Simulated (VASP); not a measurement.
# C in VASP: further runs

The runs below take C through single point, with PBEsol, HSE06.

Program: VASP 6.6.1. These are calculated values, not measurements. Logs are shortened: lines on timing, memory, paths and dates and some standing lists are left out, and cuts for length are marked.

## Step 1: The cell of the first run

The cell holds a disordered packing, 64 atoms: a = 7.534 Å, b = 7.534 Å, c = 7.534 Å, α = 90.00°, β = 90.00°, γ = 90.00°.

## Step 2: Single point, PBEsol

File INCAR:

```
SYSTEM = C
PREC = Accurate
ENCUT = 520
EDIFF = 1E-6
ISMEAR = -1
SIGMA = 0.05
LREAL = Auto
LASPH = .TRUE.
NELM = 120
ALGO = Normal
ISIF = 2
LWAVE = .FALSE.
LCHARG = .FALSE.
GGA = PS
NBANDS = 166
GGA_COMPAT = .FALSE.
```

File KPOINTS:

```
Automatic mesh
0
G
  1 1 1
  0 0 0
```

File POSCAR:

```
C
1.0
    7.5340620000      0.0000000000      0.0000000000
    0.0000000000      7.5340620000      0.0000000000
    0.0000000000      0.0000000000      7.5340620000
C
64
Direct
    0.9529290000      0.0979700000      0.0511080000
    0.9371210000      0.9692910000      0.5823820000
    0.7424040000      0.4105640000      0.4022210000
    0.0198590000      0.5538850000      0.5115490000
    0.5740620000      0.8376810000      0.9019370000
    0.3499210000      0.9405450000      0.1471550000
    0.4845270000      0.6393610000      0.9794200000
    0.4454370000      0.6705800000      0.3720950000
    0.1413360000      0.2314250000      0.1392570000
    0.0307680000      0.0631550000      0.7412010000
    0.9882160000      0.5599990000      0.0060840000
    0.0606400000      0.6069750000      0.6903050000
    0.5038870000      0.0508530000      0.6403580000
    0.5563380000      0.6881920000      0.5802710000
    0.6568220000      0.3377120000      0.9283740000
    0.6689340000      0.9952590000      0.3753820000
    0.3549280000      0.3121390000      0.8778800000
    0.4577520000      0.3477400000      0.3837080000
    0.0410200000      0.9271320000      0.1019160000
    0.2271930000      0.8683920000      0.4867960000
    0.8055280000      0.1756780000      0.1651490000
    0.5171400000      0.4994210000      0.6643880000
    0.7660200000      0.8906430000      0.8384480000
    0.4798260000      0.0141930000      0.4336120000
    0.2328640000      0.3575540000      0.0258110000
    0.3244860000      0.5026630000      0.4232390000
    0.2135990000      0.8796240000      0.0030080000
    0.2868020000      0.8437270000      0.6765940000
    0.8662810000      0.2508440000      0.3485140000
    0.6665820000      0.1816680000      0.6267320000
    0.9778940000      0.8895540000      0.2726540000
    0.7472320000      0.6961160000      0.5677930000
    0.2887310000      0.1194170000      0.2094390000
    0.2150100000      0.9861390000      0.8076600000
    0.1774570000      0.5295750000      0.0294260000
    0.3236960000      0.4936370000      0.6266570000
    0.6856100000      0.3179010000      0.0999380000
    0.8238290000      0.8349490000      0.6757220000
    0.7345320000      0.6985300000      0.1944190000
    0.9184560000      0.3513560000      0.7595100000
    0.3914190000      0.1701500000      0.3471730000
    0.3556750000      0.1417570000      0.7617530000
    0.0540410000      0.8945530000      0.4436390000
    0.5165750000      0.4584120000      0.8647050000
    0.7982510000      0.1016900000      0.4897630000
    0.8703060000      0.0683390000      0.8693050000
    0.8358560000      0.5628880000      0.4810160000
    0.8668540000      0.6280920000      0.1068480000
    0.0541750000      0.3190320000      0.3006540000
    0.0654160000      0.2568310000      0.7164080000
    0.7791960000      0.8716960000      0.2624470000
    0.9587870000      0.5291920000      0.8168370000
    0.6033450000      0.4215450000      0.2481690000
    0.5962760000      0.3534210000      0.5388000000
    0.5285420000      0.9605020000      0.0603640000
    0.2391520000      0.6594400000      0.7366310000
    0.1300320000      0.4628730000      0.3875160000
    0.2509860000      0.3155280000      0.7060860000
    0.3663920000      0.8534810000      0.3508020000
    0.2790170000      0.6752120000      0.9453440000
    0.5579410000      0.6114810000      0.2024630000
    0.7649880000      0.2336320000      0.7997480000
    0.6782070000      0.0192720000      0.1796700000
    0.4876990000      0.8547740000      0.7039630000
```

Potentials or basis: VASP PAW PBE potentials, release 64 (C).

The run is started by

```console
$ cat potpaw_PBE.64/C/POTCAR > POTCAR
$ mpirun -np 1 vasp_gam > vasp.out
```

OUTCAR:

```text
SYSTEM = C
   PREC = Accurate
   ENCUT = 520
   EDIFF = 1E-6
   ISMEAR = -1
   LREAL = Auto
   LASPH = .TRUE.
   NELM = 120
   ISIF = 2
   GGA = PS

 ion  position               nearest neighbor table
   1  0.953  0.098  0.051-  19 1.50  46 1.52  21 1.52   9 1.86
   2  0.937  0.969  0.582-  43 1.48  38 1.50  10 1.56  45 1.61
   3  0.742  0.411  0.402-  47 1.47  53 1.57  54 1.57  29 1.58
   4  0.020  0.554  0.512-  47 1.41  57 1.43  12 1.44
   5  0.574  0.838  0.902-  55 1.55  23 1.57  64 1.63   7 1.74
   6  0.350  0.941  0.147-  33 1.50  55 1.50  27 1.56  59 1.67
   7  0.485  0.639  0.979-  60 1.59  44 1.63   5 1.74  61 1.78
   8  0.445  0.671  0.372-  59 1.51  61 1.60  26 1.61  14 1.78
   9  0.141  0.231  0.139-  25 1.45  33 1.49  49 1.53   1 1.86
  10  0.031  0.063  0.741-  50 1.49  46 1.55   2 1.56  34 1.59
  11  0.988  0.560  0.006-  48 1.29  35 1.45  52 1.46
  12  0.061  0.607  0.690-  52 1.36   4 1.44  56 1.44
  13  0.504  0.051  0.640-  64 1.56  30 1.58  24 1.59  42 1.60
  14  0.556  0.688  0.580-  32 1.44  22 1.58  64 1.65   8 1.78
  15  0.657  0.338  0.928-  37 1.32  44 1.47  62 1.49
  16  0.669  0.995  0.375-  63 1.49  24 1.50  51 1.51  45 1.53
  17  0.355  0.312  0.878-  25 1.48  58 1.51  42 1.55  44 1.65
[... 15 lines left out ...]
  33  0.289  0.119  0.209-  41 1.35   9 1.49   6 1.50
  34  0.215  0.986  0.808-  28 1.56  10 1.59  42 1.62  27 1.68
  35  0.177  0.530  0.029-  25 1.36  11 1.45  60 1.48
  36  0.324  0.494  0.627-  22 1.49  26 1.53  58 1.57  56 1.63
  37  0.686  0.318  0.100-  15 1.32  21 1.49  53 1.50
  38  0.824  0.835  0.676-  23 1.37  32 1.45   2 1.50
  39  0.735  0.699  0.194-  48 1.31  51 1.44  61 1.48
  40  0.918  0.351  0.760-  50 1.36  52 1.44  62 1.49
  41  0.391  0.170  0.347-  33 1.35  18 1.45  24 1.50
  42  0.356  0.142  0.762-  17 1.55  58 1.58  13 1.60  34 1.62
  43  0.054  0.895  0.444-  20 1.36  31 1.41   2 1.48
  44  0.517  0.458  0.865-  15 1.47  22 1.54   7 1.63  17 1.65
  45  0.798  0.102  0.490-  16 1.53  30 1.55   2 1.61  29 1.63
  46  0.870  0.068  0.869-   1 1.52  10 1.55  62 1.57  23 1.57
  47  0.836  0.563  0.481-  32 1.37   4 1.41   3 1.47
  48  0.867  0.628  0.107-  11 1.29  39 1.31
  49  0.054  0.319  0.301-  57 1.39   9 1.53  29 1.55
  50  0.065  0.257  0.716-  40 1.36  58 1.47  10 1.49
  51  0.779  0.872  0.262-  39 1.44  63 1.48  31 1.51  16 1.51
  52  0.959  0.529  0.817-  12 1.36  40 1.44  11 1.46
  53  0.603  0.422  0.248-  37 1.50  61 1.51   3 1.57  18 1.60
  54  0.596  0.353  0.539-  30 1.55   3 1.57  18 1.57  22 1.57
  55  0.529  0.961  0.060-   6 1.50  63 1.51   5 1.55
  56  0.239  0.659  0.737-  12 1.44  28 1.50  60 1.61  36 1.63
  57  0.130  0.463  0.388-  49 1.39   4 1.43  26 1.52
  58  0.251  0.316  0.706-  50 1.47  17 1.51  36 1.57  42 1.58
  59  0.366  0.853  0.351-  20 1.47   8 1.51  24 1.61   6 1.67
  60  0.279  0.675  0.945-  35 1.48   7 1.59  56 1.61  27 1.67
  61  0.558  0.611  0.202-  39 1.48  53 1.51   8 1.60   7 1.78
  62  0.765  0.234  0.800-  40 1.49  15 1.49  30 1.55  46 1.57
  63  0.678  0.019  0.180-  51 1.48  16 1.49  55 1.51  21 1.52
  64  0.488  0.855  0.704-  28 1.53  13 1.56   5 1.63  14 1.65

  LATTYP: Found a simple cubic cell.
 ALAT       =     7.5340620000

  Lattice vectors:

 A1 = (   7.5340620000,   0.0000000000,   0.0000000000)
 A2 = (   0.0000000000,   7.5340620000,   0.0000000000)
 A3 = (   0.0000000000,   0.0000000000,   7.5340620000)

Analysis of symmetry for initial positions (statically):
=====================================================================
 Subroutine PRICEL returns:
 Original cell was already a primitive cell.

 Routine SETGRP: Setting up the symmetry group for a
 simple cubic supercell.

 Subroutine GETGRP returns: Found  1 space group operations
 (whereof  1 operations were pure point group operations)
 out of a pool of 48 trial point group operations.

The static configuration has the point symmetry C_1 .

Analysis of symmetry for dynamics (positions and initial velocities):
=====================================================================
 Subroutine PRICEL returns:
 Original cell was already a primitive cell.

 Routine SETGRP: Setting up the symmetry group for a
 simple cubic supercell.
[... 159 lines left out ...]

 KPOINTS: Automatic mesh

Automatic generation of k-mesh.
 Grid dimensions read from file:
 generate k-points for:    1    1    1

 Generating k-lattice:

  Cartesian coordinates                     Fractional coordinates (reciprocal lattice)
     0.132730524  0.000000000  0.000000000     1.000000000  0.000000000  0.000000000
     0.000000000  0.132730524  0.000000000     0.000000000  1.000000000  0.000000000
     0.000000000  0.000000000  0.132730524     0.000000000  0.000000000  1.000000000

  Length of vectors
     0.132730524  0.132730524  0.132730524

  Shift w.r.t. Gamma in fractional coordinates (k-lattice)
     0.000000000  0.000000000  0.000000000

 Subroutine IBZKPT returns following result:
 ===========================================

 Found      1 irreducible k-points:

 Following reciprocal coordinates:
            Coordinates               Weight
  0.000000  0.000000  0.000000      1.000000
   k-points           NKPTS =      1   k-points in BZ     NKDIM =      1   number of bands    NBANDS=    166
   number of dos      NEDOS =    301   number of ions     NIONS =     64
   total plane-waves  NPLWV = 175616
   dimension x,y,z NGX =    56 NGY =   56 NGZ =   56
   dimension x,y,z NGXF=   112 NGYF=  112 NGZF=  112
   ions per type =              64
   NGX,Y,Z   is equivalent  to a cutoff of  12.36, 12.36, 12.36 a.u.
   NGXF,Y,Z  is equivalent  to a cutoff of  24.71, 24.71, 24.71 a.u.
 SYSTEM =  C
   PREC   = accura    normal or accurate (medium, high low for compatibility)
   ISTART =      0    job   : 0-new  1-cont  2-samecut
   ICHARG =      2    charge: 1-file 2-atom 10-const
   ISPIN  =      1    spin polarized calculation?
   LNONCOLLINEAR =      F non collinear calculations
   LSORBIT =      F    spin-orbit coupling
   LASPH  =      T    aspherical Exc in radial PAW
   ENCUT  =  520.0 eV  38.22 Ry    6.18 a.u.  14.01 14.01 14.01*2*pi/ulx,y,z
   NELM   =    120;   NELMIN=  2; NELMDL= -5     # of ELM steps
   EDIFF  = 0.1E-05   stopping-criterion for ELM
   LREAL  =      T    real-space projection
   EDIFFG = 0.1E-04   stopping-criterion for IOM
   NSW    =      0    number of steps for IOM
   IBRION =     -1    ionic relax: 0-MD 1-quasi-New 2-CG
   NFREE  =      0    steps in history (QN), initial steepest desc. (CG)
   ISIF   =      2    stress and relaxation
   ISYM   =      2    0-nonsym 1-usesym 2-fastsym
   POTIM  = 0.5000    time-step for ionic-motion
   TEBEG  =    0.0;   TEEND  =   0.0 temperature during run
   PSTRESS=    0.0 pullay stress
   NELECT =     256.0000    total number of electrons
   NUPDOWN=      -1.0000    fix difference up-down
   EMIN   =  10.00;   EMAX   =-10.00  energy-range for DOS
   EFERMI =   0.00;   METHOD = LEGACY
   ISMEAR =    -1;   SIGMA  =   0.05  broadening in eV -4-tet -1-fermi 0-gaus
   EFERMI_NEDOS =   21; number of points for ismear=-14 and -15
   IALGO  =     38    algorithm
   IMIX   =      4    mixing-type and parameters
     AMIX     =   0.40;   BMIX     =  1.00
     AMIX_MAG =   1.60;   BMIX_MAG =  1.00
  volume/ion in A,a.u.               =       6.68        45.09
  Fermi-wavevector in a.u.,A,eV,Ry     =   1.379724  2.607301 25.900581  1.903639
  Thomas-Fermi vector in A             =   2.504667
   LORBIT       =      0    0 simple, 1 ext, 2 COOP (PROOUT), +10 PAW based schemes
   GGA     = PS    functional components
   LHFCALC =     F    Hartree Fock is set to
   AEXX    =    0.0000 exact exchange contribution
   IVDW    =     0    specifies the selected vdW correction
   LEPSILON=     F    determine dielectric tensor
   LRPA    =     F    only Hartree local field effects (RPA)
 non-spin polarized calculation
  energy-cutoff  :      520.00
  volume of cell :      427.65
 maximum number of plane-waves:      5757
   NGX = 29   NGY = 29   NGZ = 29

 number of electron     255.9999998 magnetization

 Free energy of the ion-electron system (eV)
  ---------------------------------------------------
  ext. energy  EPLUGINS =         0.00000000
  ---------------------------------------------------
  free energy    TOTEN  =      -575.69599962 eV

  energy without entropy =     -575.63897466  energy(sigma->0) =     -575.66748714

 E-fermi :   8.1249     XC(G=0): -12.3808

 val. band max:        8.0045711810   @ k =   0.0000   0.0000   0.0000
 cond. band min:       8.2453052930   @ k =   0.0000   0.0000   0.0000
 fundamental gap:      0.2407341120
 Fermi energy:         8.1249375029

 k-point     1 :       0.0000    0.0000    0.0000
  band No.  band energies     occupation
      1     -13.4235      2.00000
      2     -12.4355      2.00000
      3     -11.8067      2.00000
      4     -11.5477      2.00000
      5     -11.2748      2.00000
      6     -11.1540      2.00000
[... 132 lines left out ...]
    139      11.0875      0.00000
    140      11.4485      0.00000
 [bands above 140 left out]

------------------------ aborting loop because EDIFF is reached ----------------------------------------

  FORCE on cell =-STRESS in cart. coord.  units (eV):
  Direction    XX          YY          ZZ          XY          YZ          ZX
  --------------------------------------------------------------------------------------
  -------------------------------------------------------------------------------------
  Total       22.7484427     -0.7692778    -16.7428984     -1.8796318    -28.0116130     -4.4611224
  in kB       85.2265059     -2.8820813    -62.7268756     -7.0419964   -104.9448499    -16.7134902
  external PRESSURE =       6.5391830 kB  Pullay stress =       0.0000000 kB

 VOLUME and BASIS-vectors are now :
 -----------------------------------------------------------------------------
  energy-cutoff  :      520.00
  volume of cell :      427.65
      direct lattice vectors                 reciprocal lattice vectors
     7.534062000  0.000000000  0.000000000     0.132730524  0.000000000  0.000000000
     0.000000000  7.534062000  0.000000000     0.000000000  0.132730524  0.000000000
     0.000000000  0.000000000  7.534062000     0.000000000  0.000000000  0.132730524

 POSITION                                       TOTAL-FORCE (eV/Angst)
 -----------------------------------------------------------------------------------
      7.17943      0.73811      0.38505         0.053086      0.049023      0.032481
      7.06033      7.30270      4.38770        -0.018125      0.007345     -0.023241
      5.59332      3.09321      3.03036        -0.000535     -0.002189     -0.017956
      0.14962      4.17300      3.85404        -0.003769      0.014485     -0.012107
      4.32502      6.31114      6.79525         0.002896     -0.008961      0.015561
      2.63633      7.08612      1.10867        -0.050805      0.003820      0.050575
[... 56 lines left out ...]
      5.10965      0.14520      1.35364         0.006179      0.084499     -0.053430
      3.67435      6.43992      5.30370        -0.011841     -0.021317     -0.010063
 -----------------------------------------------------------------------------------
    total drift:                                0.043869     -0.036873     -0.020771

  FREE ENERGIE OF THE ION-ELECTRON SYSTEM (eV)
  ---------------------------------------------------
  free  energy   TOTEN  =      -575.6959996227 eV

  energy  without entropy=     -575.6389746609  energy(sigma->0) =     -575.66748714
```

It took 3.3 min on 1 thread of Oxide Virtual Turin-like, shared host; peak memory 0.34 GiB.

Results:

```
Free energy   : -575.6960 eV
Pressure      : 0.7 GPa
Largest force : 0.146 eV/Å
```

Forces on the atoms (eV/Å):
```
C    0.053  0.049  0.032
C   -0.018  0.007 -0.023
C   -0.001 -0.002 -0.018
C   -0.004  0.014 -0.012
C    0.003 -0.009  0.016
C   -0.051  0.004  0.051
C   -0.005 -0.018  0.028
C    0.014  0.001  0.018
C   -0.031 -0.055 -0.018
C    0.033 -0.019 -0.021
C   -0.014  0.030  0.034
C    0.003  0.030 -0.077
C    0.013  0.024  0.026
C   -0.001  0.018  0.019
C   -0.011  0.000 -0.025
C    0.012 -0.045  0.042
C    0.087 -0.005  0.117
C    0.006  0.017  0.021
C    0.014 -0.047 -0.021
C   -0.041 -0.005  0.018
C   -0.012  0.049  0.018
C    0.051  0.005 -0.002
C    0.003  0.003  0.068
C   -0.030 -0.001 -0.013
C    0.040  0.004 -0.020
C   -0.005 -0.005 -0.072
C   -0.018 -0.040 -0.015
C   -0.013 -0.013 -0.013
C    0.034  0.016  0.007
C    0.003 -0.024  0.008
C   -0.016 -0.017  0.034
C    0.004 -0.022  0.002
C    0.007  0.008  0.016
C    0.007  0.009  0.045
C    0.003  0.036  0.014
C   -0.021 -0.007  0.061
C    0.036  0.015  0.020
C    0.030 -0.042 -0.026
C    0.005  0.009  0.018
C   -0.035  0.054  0.006
C    0.003  0.018 -0.027
C   -0.025 -0.002 -0.065
C    0.022  0.017 -0.010
C   -0.018  0.008  0.007
C    0.027 -0.003  0.002
C   -0.024 -0.008 -0.018
C   -0.012  0.002 -0.013
C   -0.017 -0.010 -0.033
C   -0.087 -0.007  0.021
C    0.020 -0.007 -0.038
C    0.010 -0.009  0.035
C   -0.053 -0.015  0.043
C   -0.009 -0.006 -0.010
C    0.008 -0.007  0.013
C    0.073 -0.063 -0.047
C    0.019 -0.003  0.037
C    0.019  0.022 -0.035
C   -0.055 -0.055 -0.099
C    0.037  0.006 -0.065
C    0.002  0.042  0.000
C   -0.038  0.000  0.004
C   -0.030 -0.009  0.000
C    0.006  0.084 -0.053
C   -0.012 -0.021 -0.010
```

Stress tensor (GPa, compression positive):
```
  8.52  -0.70  -1.67
 -0.70  -0.29 -10.49
 -1.67 -10.49  -6.27
```

Caveat: the k points lie up to 0.83 Å⁻¹ apart, too coarse for converged energies, forces and pressures; the PAW data sets were made with another functional, which shifts forces and pressure a little.

## Step 3: Single point, HSE06

POSCAR is that of step 2.

File INCAR.step1:

```
PREC = Accurate
ENCUT = 520
EDIFF = 1E-5
ISMEAR = -1
SIGMA = 0.05
LREAL = Auto
LASPH = True
NELM = 120
ALGO = Normal
ISIF = 2
LWAVE = True
LCHARG = False
GGA = PE
NBANDS = 166
GGA_COMPAT = False
```

File INCAR.step2:

```
PREC = Accurate
ENCUT = 520
EDIFF = 1E-6
ISMEAR = -1
SIGMA = 0.05
LREAL = Auto
LASPH = True
NELM = 120
ALGO = Normal
ISIF = 2
LWAVE = False
LCHARG = False
GGA = PE
LHFCALC = True
HFSCREEN = 0.2079
PRECFOCK = Fast
ISTART = 1
NBANDS = 166
GGA_COMPAT = False
```

File KPOINTS:

```
Automatic mesh
0
Gamma
  1 1 1
```

Potentials or basis: VASP PAW PBE potentials, release 64 (C).

The run is started by

```console
$ cat potpaw_PBE.64/C/POTCAR > POTCAR
$ cp INCAR.step1 INCAR
$ mpirun -np 1 vasp_gam > vasp.out
$ cp INCAR.step2 INCAR
$ mpirun -np 1 vasp_gam > vasp.out
```

Wall time 19 min (1 thread of Oxide Virtual Turin-like, shared host); peak memory 0.51 GiB.

The run converged. Its results:

```
Free energy            : -632.2691 eV
Pressure               : -3.1 GPa
Largest force          : 0.604 eV/Å
Band gap on the k mesh : 0.66 eV
```

Forces on the atoms (eV/Å):
```
C    0.021  0.061  0.108
C   -0.014  0.034 -0.013
C   -0.146 -0.024 -0.074
C   -0.158 -0.084  0.093
C   -0.117 -0.080  0.162
C    0.053  0.098  0.037
C    0.083 -0.027 -0.010
C    0.061 -0.010  0.141
C   -0.099 -0.046 -0.116
C   -0.082 -0.001 -0.038
C   -0.326  0.237  0.387
C   -0.202 -0.265  0.211
C    0.002 -0.026 -0.008
C   -0.044  0.011 -0.072
C    0.112 -0.028  0.575
C    0.036 -0.010 -0.205
C   -0.046  0.008 -0.166
C    0.116  0.111 -0.010
C   -0.128  0.012  0.462
C   -0.413 -0.056 -0.173
C   -0.153 -0.033  0.036
C   -0.106 -0.035 -0.031
C    0.163 -0.125 -0.534
C    0.013 -0.019 -0.038
C   -0.176  0.499 -0.026
C    0.096 -0.046  0.040
C    0.104 -0.036  0.047
C    0.033  0.017  0.100
C   -0.121 -0.025 -0.016
C    0.021 -0.010  0.015
C    0.049  0.175 -0.279
C    0.204 -0.348 -0.073
C    0.341  0.111  0.486
C    0.039 -0.030 -0.044
C    0.066 -0.508 -0.104
C    0.134 -0.037  0.067
C   -0.040  0.001 -0.577
C   -0.183  0.283  0.426
C    0.446 -0.136 -0.350
C    0.413 -0.249 -0.048
C   -0.263 -0.212 -0.455
C   -0.124  0.144 -0.052
C    0.414 -0.113  0.078
C   -0.094 -0.119 -0.006
C    0.020  0.011 -0.047
C    0.081  0.093 -0.125
C   -0.022  0.282  0.297
C   -0.140 -0.041 -0.090
C    0.192  0.328  0.177
C   -0.398  0.263  0.227
C   -0.052  0.217 -0.036
C    0.337  0.100 -0.369
C   -0.011 -0.001  0.201
C    0.056  0.037 -0.140
C   -0.011  0.045 -0.068
C   -0.056  0.029 -0.001
C   -0.158 -0.298 -0.138
C    0.108 -0.059  0.093
C   -0.044  0.116  0.019
C   -0.033  0.002 -0.074
C    0.043 -0.055 -0.035
C    0.058 -0.026 -0.019
C    0.124 -0.140  0.177
C   -0.079  0.030 -0.006
```

Stress tensor (GPa, compression positive):
```
  4.87  -0.50  -1.30
 -0.50  -3.61 -11.82
 -1.30 -11.82 -10.69
```

Levels at points of the mesh, in eV from the valence-band top:
```tsv
k point	band 125	band 126	band 127	band 128	band 129	band 130	band 131	band 132
(0.00, 0.00, 0.00)	-1.64	-1.37	-1.14	0.00	0.66	1.48	1.78	2.20
```

Caveat: the k points lie up to 0.83 Å⁻¹ apart, too coarse for converged energies, forces and pressures; the PAW data sets were made with another functional, which shifts forces and pressure a little.
